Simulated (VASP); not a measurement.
# CdAg (Cmmm) in VASP: single point with LDA

Aim: the single point of CdAg with LDA.

Program: VASP 6.6.1. These are calculated values, not measurements. Logs are shortened: lines on timing, memory, paths and dates and some standing lists are left out, and cuts for length are marked.

## 1. The cell of the first run

It takes space group Cmmm (No. 65, orthorhombic). Conventional cell: a = 3.361 Å, b = 4.799 Å, c = 4.693 Å, α = 90.00°, β = 90.00°, γ = 90.00°. Within 3.8 Å of Cd (site symmetry mmm) lie 8 Ag at 2.89 to 3.36 Å and 6 Cd at 2.93 to 3.36 Å. Ag (site symmetry mmm) has 8 Cd at 2.89 to 3.36 Å and 6 Ag at 2.93 to 3.36 Å within 3.8 Å.

## 2. Single point, LDA

INCAR reads:

```
SYSTEM = CdAg
ALGO = Normal ; EDIFF = 1E-6
ENCUT = 500 ; GGA = CA
GGA_COMPAT = .False. ; ISIF = 2
ISMEAR = -1 ; LASPH = .True.
LCHARG = .False. ; LREAL = .False.
LWAVE = .False. ; NBANDS = 18
NELM = 120 ; PREC = Accurate
SIGMA = 0.1
```

KPOINTS reads:

```
k-points
0
Gamma
  8 8 5
  0 0 0
```

POSCAR reads:

```
CdAg
1.0
    1.6806215000     -2.3992790000      0.0000000000
    1.6806215000      2.3992790000      0.0000000000
    0.0000000000      0.0000000000      4.6933520000
Cd Ag
1 1
Direct
    0.5000000000      0.5000000000      0.5000000000
    0.0000000000      0.0000000000      0.0000000000
```

Potentials or basis: VASP PAW LDA potentials, release 64 (Cd, Ag).

On the command line:

```sh
$ cat potpaw_LDA.64/Cd/POTCAR potpaw_LDA.64/Ag/POTCAR > POTCAR
$ mpirun -np 1 vasp_std > vasp.out
```

OUTCAR:

```text
SYSTEM = CdAg
   EDIFF = 1E-6
   ENCUT = 500
   GGA = CA
   ISIF = 2
   ISMEAR = -1
   LASPH = .True.
   LREAL = .False.
   NELM = 120
   PREC = Accurate

 ion  position               nearest neighbor table
   1  0.500  0.500  0.500-   2 2.89   2 2.89   2 2.89   2 2.89   2 3.36   2 3.36   2 3.36   2 3.36

   2  0.000  0.000  0.000-   1 2.89   1 2.89   1 2.89   1 2.89   1 3.36   1 3.36   1 3.36   1 3.36

  LATTYP: Found a base centered orthorhombic cell.
 ALAT       =     3.3612430000
 B/A-ratio  =     1.4276141297
 C/A-ratio  =     1.3963143992

  Lattice vectors:

 A1 = (   1.6806215000,  -2.3992790000,   0.0000000000)
 A2 = (   1.6806215000,   2.3992790000,   0.0000000000)
 A3 = (   0.0000000000,   0.0000000000,   4.6933520000)

Analysis of symmetry for initial positions (statically):
=====================================================================
 Subroutine PRICEL returns:
 Original cell was already a primitive cell.

 Routine SETGRP: Setting up the symmetry group for a
 base centered orthorhombic supercell.

 Subroutine GETGRP returns: Found  8 space group operations
 (whereof  8 operations were pure point group operations)
 out of a pool of  8 trial point group operations.

The static configuration has the point symmetry D_2h.

Analysis of symmetry for dynamics (positions and initial velocities):
=====================================================================
 Subroutine PRICEL returns:
 Original cell was already a primitive cell.

 Routine SETGRP: Setting up the symmetry group for a
 base centered orthorhombic supercell.

 Subroutine GETGRP returns: Found  8 space group operations
 (whereof  8 operations were pure point group operations)
 out of a pool of  8 trial point group operations.

The dynamic configuration has the point symmetry D_2h.

 Subroutine INISYM returns: Found  8 space group operations
 (whereof  8 operations are pure point group operations),
 and found     1 'primitive' translations

----------------------------------------------------------------------------------------

                                     Primitive cell

  volume of cell :      37.8498

  direct lattice vectors                    reciprocal lattice vectors
     1.680621500 -2.399279000  0.000000000     0.297508987 -0.208395939  0.000000000
     1.680621500  2.399279000  0.000000000     0.297508987  0.208395939  0.000000000
     0.000000000  0.000000000  4.693352000     0.000000000  0.000000000  0.213067334

[... 81 lines left out ...]
   ENCUT  =  500.0 eV  36.75 Ry    6.06 a.u.   5.34  5.34  8.56*2*pi/ulx,y,z
   NELM   =    120;   NELMIN=  2; NELMDL= -5     # of ELM steps
   EDIFF  = 0.1E-05   stopping-criterion for ELM
   LREAL  =      F    real-space projection
   EDIFFG = 0.1E-04   stopping-criterion for IOM
   NSW    =      0    number of steps for IOM
   IBRION =     -1    ionic relax: 0-MD 1-quasi-New 2-CG
   NFREE  =      0    steps in history (QN), initial steepest desc. (CG)
   ISIF   =      2    stress and relaxation
   ISYM   =      2    0-nonsym 1-usesym 2-fastsym
   POTIM  = 0.5000    time-step for ionic-motion
   TEBEG  =    0.0;   TEEND  =   0.0 temperature during run
   PSTRESS=    0.0 pullay stress
   NELECT =      23.0000    total number of electrons
   NUPDOWN=      -1.0000    fix difference up-down
   EMIN   =  10.00;   EMAX   =-10.00  energy-range for DOS
   EFERMI =   0.00;   METHOD = LEGACY
   ISMEAR =    -1;   SIGMA  =   0.10  broadening in eV -4-tet -1-fermi 0-gaus
   EFERMI_NEDOS =   21; number of points for ismear=-14 and -15
   IALGO  =     38    algorithm
   IMIX   =      4    mixing-type and parameters
     AMIX     =   0.40;   BMIX     =  1.00
     AMIX_MAG =   1.60;   BMIX_MAG =  1.00
  volume/ion in A,a.u.               =      18.92       127.71
  Fermi-wavevector in a.u.,A,eV,Ry     =   1.386637  2.620364 26.160775  1.922763
  Thomas-Fermi vector in A             =   2.510934
   LORBIT       =      0    0 simple, 1 ext, 2 COOP (PROOUT), +10 PAW based schemes
   GGA     = CA    functional components
   LHFCALC =     F    Hartree Fock is set to
   AEXX    =    0.0000 exact exchange contribution
   IVDW    =     0    specifies the selected vdW correction
   LEPSILON=     F    determine dielectric tensor
   LRPA    =     F    only Hartree local field effects (RPA)
 non-spin polarized calculation
  energy-cutoff  :      500.00
  volume of cell :       37.85
 maximum number of plane-waves:       982
 NGX is ok and might be reduce to    24
   NGX = 11   NGY = 11   NGZ = 17

 number of electron      23.0000000 magnetization

 Free energy of the ion-electron system (eV)
  ---------------------------------------------------
  ext. energy  EPLUGINS =         0.00000000
  ---------------------------------------------------
  free energy    TOTEN  =        -5.34419782 eV

  energy without entropy =       -5.33372257  energy(sigma->0) =       -5.33896020

 E-fermi :   5.4966     XC(G=0): -12.0498

 val. band max:        5.3138277026   @ k =   0.2500   0.1250   0.2000
 cond. band min:       5.5934042713   @ k =   0.3750   0.3750   0.0000
 fundamental gap:      0.2795765687
 Fermi energy:         5.4965609791

 k-point     1 :       0.0000    0.0000    0.0000
  band No.  band energies     occupation
      1      -4.2666      2.00000
      2      -4.2215      2.00000
      3      -3.3990      2.00000
      4      -3.3572      2.00000
      5      -3.3042      2.00000
      6      -3.0903      2.00000
[... 481 lines left out ...]
      5      -3.1984      2.00000
      6      -1.7226      2.00000
[... 10 lines left out ...]
     17      19.3502      0.00000
     18      20.2975      0.00000

 [... further k-points ...]

------------------------ aborting loop because EDIFF is reached ----------------------------------------

  FORCE on cell =-STRESS in cart. coord.  units (eV):
  Direction    XX          YY          ZZ          XY          YZ          ZX
  --------------------------------------------------------------------------------------
  -------------------------------------------------------------------------------------
  Total       -1.2383849     -1.9971256     -1.4460045      0.0000000      0.0000000      0.0000000
  in kB      -52.4206540    -84.5380385    -61.2091632      0.0000000      0.0000000      0.0000000
  external PRESSURE =     -66.0559519 kB  Pullay stress =       0.0000000 kB

 VOLUME and BASIS-vectors are now :
 -----------------------------------------------------------------------------
  energy-cutoff  :      500.00
  volume of cell :       37.85
      direct lattice vectors                 reciprocal lattice vectors
     1.680621500 -2.399279000  0.000000000     0.297508987 -0.208395939  0.000000000
     1.680621500  2.399279000  0.000000000     0.297508987  0.208395939  0.000000000
     0.000000000  0.000000000  4.693352000     0.000000000  0.000000000  0.213067334

 POSITION                                       TOTAL-FORCE (eV/Angst)
 -----------------------------------------------------------------------------------
      1.68062      0.00000      2.34668         0.000000      0.000000      0.000000
      0.00000      0.00000      0.00000         0.000000      0.000000      0.000000
 -----------------------------------------------------------------------------------
    total drift:                                0.000000      0.000000     -0.000000

  FREE ENERGIE OF THE ION-ELECTRON SYSTEM (eV)
  ---------------------------------------------------
  free  energy   TOTEN  =        -5.3441978178 eV

  energy  without entropy=       -5.3337225728  energy(sigma->0) =       -5.33896020
```

OSZICAR:

```text
N       E                     dE             d eps       ncg     rms          rms(c)
DAV:   1     0.149967447016E+03    0.14997E+03   -0.11718E+04  2316   0.120E+03
DAV:   2    -0.259277349599E+01   -0.15256E+03   -0.14647E+03  2342   0.309E+02
DAV:   3    -0.572509040104E+01   -0.31323E+01   -0.31235E+01  2560   0.512E+01
DAV:   4    -0.573416634687E+01   -0.90759E-02   -0.90751E-02  2526   0.256E+00
DAV:   5    -0.573423736068E+01   -0.71014E-04   -0.71013E-04  2438   0.240E-01    0.603E+00
DAV:   6    -0.537982599534E+01    0.35441E+00   -0.11621E+00  2368   0.109E+01    0.420E+00
DAV:   7    -0.535168370179E+01    0.28142E-01   -0.43352E-02  2364   0.238E+00    0.246E+00
DAV:   8    -0.534446357065E+01    0.72201E-02   -0.13841E-02  2450   0.999E-01    0.216E-01
DAV:   9    -0.534422760450E+01    0.23597E-03   -0.87532E-04  2420   0.313E-01    0.897E-02
DAV:  10    -0.534419859144E+01    0.29013E-04   -0.12820E-04  2398   0.842E-02    0.198E-02
DAV:  11    -0.534419781779E+01    0.77365E-06   -0.37334E-06  2460   0.194E-02
   1 F= -.53441978E+01 E0= -.53389602E+01  d E =-.104752E-01
```

Run time: 20 s. Hardware: 1 thread of AMD EPYC 7R13 (Zen 3), shared host; peak memory 0.14 GiB.

Results:

| Property | Result |
| --- | --- |
| Free energy | -5.3442 eV |
| Pressure | -6.6 GPa |
| Band gap on the k mesh | zero (an odd number of electrons rules out a gap without spin polarisation) |

Stress tensor (GPa, compression positive):
```
-5.24  0.00  0.00
 0.00 -8.45  0.00
 0.00  0.00 -6.12
```

Levels at points of the mesh, in eV from the Fermi level:
```csv
k point,band 9,band 10,band 11,band 12,band 13,band 14
"(0.00, 0.00, 0.00)",-4.25,-4.16,-4.11,-1.41,1.58,11.29
"(0.50, 0.00, 0.00)",-4.31,-3.88,-2.62,-1.31,5.10,5.76
"(0.50, 0.50, 0.00)",-4.46,-3.38,-1.74,1.03,4.65,4.72
```

Caveat: the cell stands under tension.
